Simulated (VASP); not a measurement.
A run of VASP 6.6.1 is set up as follows.

INCAR

```
PREC = Accurate ; ENCUT = 600
EDIFF = 1E-6 ; ISMEAR = -1
SIGMA = 0.1 ; LREAL = False
LASPH = True ; NELM = 80
ALGO = Normal ; ISIF = 4
LWAVE = False ; LCHARG = False
IBRION = 2 ; NSW = 50
EDIFFG = -0.005
```

KPOINTS

```
Automatic mesh
0
Gamma
  15 15 8
```

POSCAR

```
Cl
1.0
    3.3063732245      0.0000000000      0.0000000000
   -1.6531866122      2.8634032069      0.0000000000
    0.0000000000      0.0000000000      3.7870676140
Cl
2
Direct
    0.3333333333      0.6666666667      0.2500000000
    0.6666666667      0.3333333333      0.7500000000
```

Potentials or basis: VASP PAW LDA potentials, release 64 (Cl).

The run is started by

```bash
$ cat potpaw_LDA.64/Cl/POTCAR > POTCAR
$ mpirun -np 1 vasp_std > vasp.out
```

Question: Predict the band gap on the k mesh.

Answer: Zero (bands 7 and 8 overlap by 2.18 eV).

Step by step:
```
step  energy change (eV)  largest force (eV/Å)  pressure (GPa)  volume (Å³)
   1              0.0000                0.0000            5.54        35.85
   2             -0.0066                0.0000            5.05        35.85
   3             -0.0099                0.0000            4.47        35.85
   4             -0.0099                0.0000            4.44        35.85
```
